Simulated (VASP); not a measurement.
Here is a VASP 6.6.1 calculation.

INCAR

```
SYSTEM = V
ALGO = Fast ; EDIFF = 1E-6
ENCUT = 520 ; GGA = PE
ISIF = 2 ; ISMEAR = 0
LASPH = .True. ; LCHARG = .False.
LREAL = .False. ; LWAVE = .False.
NBANDS = 20 ; NELM = 60
PREC = Accurate ; SIGMA = 0.1
```

The input KPOINTS:

```
k-points
0
Gamma
  18 18 18
  0 0 0
```

The input POSCAR:

```
V
1.0
    2.9971751498      0.0000000000      0.0000000000
    0.0000000000      2.9971751498      0.0000000000
    0.0000000000      0.0000000000      3.0571186527
V
2
Direct
    0.0000000000      0.0000000000      0.0000000000
    0.5000000000      0.5000000000      0.5000000000
```

Potentials or basis: VASP PAW PBE potentials, release 64 (V_sv).

Run with:

```sh
$ cat potpaw_PBE.64/V_sv/POTCAR > POTCAR
$ mpirun -np 1 vasp_std > vasp.out
```

Task: Predict the pressure.

Result: -3.2 GPa.

Task: Estimate the band gap on the k mesh.

Result: Zero (bands 13 and 14 overlap by 2.75 eV).

Stress tensor (GPa, compression positive):
```
-2.38  0.00  0.00
 0.00 -2.38  0.00
 0.00  0.00 -4.83
```

Caveat: the cell differs from its parent crystal (strain along c alone, the other axes held: +2.0 %); the cell stands under tension.
